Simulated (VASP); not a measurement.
Hf:

```
Hf
1.0
     0.00000    3.07500    3.07500
     3.07500    0.00000    3.07500
     3.07500    3.07500    0.00000
Hf
2
Cartesian
  0.0000 0.0000 0.0000
  1.5375 1.5375 1.5375
```

- Program: VASP 6.6.1
- Task: relaxation of cell and atoms
- Functional: LDA
- Potentials or basis: VASP PAW LDA potentials, release 64 (Hf_pv)
- Cutoff: 600 eV
- k mesh: 6 × 6 × 6
- Occupations: fermi-dirac, width 0.1 eV
- Spin: no spin polarisation

At the start: pressure 0.7 GPa; volume 29.08 Å³/atom.

Task: Where does the relaxation end?

Result: Over 3 steps the energy falls by 2.0 meV/atom and the volume is 29.92 Å³/atom (+2.9 %); space group Fd-3m (No. 227, to 0.05 Å).

The path:
```
step  energy change (eV)  largest force (eV/Å)  pressure (GPa)  volume (Å³)
   1              0.0000                0.0000            0.75        58.15
   2             -0.0036                0.0000            0.25        59.30
   3             -0.0040                0.0000            0.02        59.85
```

Final structure:
```
Hf
1.0
     0.00000    3.10462    3.10462
     3.10462    0.00000    3.10462
     3.10462    3.10462    0.00000
Hf
2
Direct
  0.00000 0.00000 0.00000
  0.25000 0.25000 0.25000
```
